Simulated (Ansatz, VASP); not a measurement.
## Sn: VASP beside Ansatz

```xyz
1
Lattice="-1.8911 1.8978 1.8732 1.8971 -1.9215 1.9029 1.8832 1.9136 -1.8969" Properties=species:S:1:pos:R:3 pbc="T T T"
Sn    0.0000    0.0000    0.0000
```

Change from the starting cell: cell sheared at random, sigma 0.01, atoms nudged by 0.01 Å.

Alike in both runs: functional HSE06; k mesh 5 × 5 × 5; occupations fermi-dirac, width 0.05 eV; no spin polarisation.

|  | VASP | Ansatz |
| --- | --- | --- |
| version | VASP 6.6.1 | Ansatz 0.2.0 |
| potentials or method | VASP PAW PBE potentials, release 64 (Sn_d) | Ansatz PAW |
| plane-wave cutoff (eV) | 520 | 420 |
| valence electrons in the cell | 14 | 14 |
| task | single point | band structure |

VASP gave:

* gap on the k mesh at the Fermi level (eV): none
* pressure (GPa): 1.6
* traceless stress, the component that is largest in VASP (GPa): 5.67

Q: What did Ansatz give for the same quantities?

A: gap on the k mesh at the Fermi level (eV): none; pressure (GPa): 1.6; traceless stress, the component that is largest in VASP (GPa): 5.66.

A gap of «none» marks a metal or a gap that the smearing closes.

The k mesh is coarse, so the values compare programs but aren't converged.
